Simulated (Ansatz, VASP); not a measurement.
Li in VASP and in Ansatz

```
Li
1.0
     0.00000    2.20200    2.20200
     2.20200    0.00000    2.20200
     2.20200    2.20200    0.00000
Li
1
Direct
  0.00000 0.00000 0.00000
```

Alike in both runs: task relaxation of cell and atoms; functional r2SCAN; k mesh 10 × 10 × 10; occupations fermi-dirac, width 0.05 eV; no spin polarisation.

```csv
,VASP,Ansatz
version,VASP 6.6.1,Ansatz 0.2.0
potentials or method,"VASP PAW PBE potentials, release 64 (Li_sv)",Ansatz PAW
plane-wave cutoff (eV),600,500
valence electrons in the cell,3,3
```

```tsv
	VASP	Ansatz	Ansatz less VASP
gap on the k mesh at the Fermi level, each at its own relaxed structure (eV)	none	none	-
relaxed volume (Å³/atom)	20.79	20.99	+0.204
relaxed length of the cell vector where the two differ most in proportion (Å)	3.086	3.096	+0.0101
```

VASP's potentials were made for PBE, not for r2SCAN. A gap of «none» marks a metal or a gap that the smearing closes.

Noted on VASP's run: the cutoff is under 1.25 times that of the potentials, so the pressure is a little rough. Noted on Ansatz's run: the plane-wave basis is chosen anew once the cell has moved, so the energies of steps on either side of that aren't comparable.
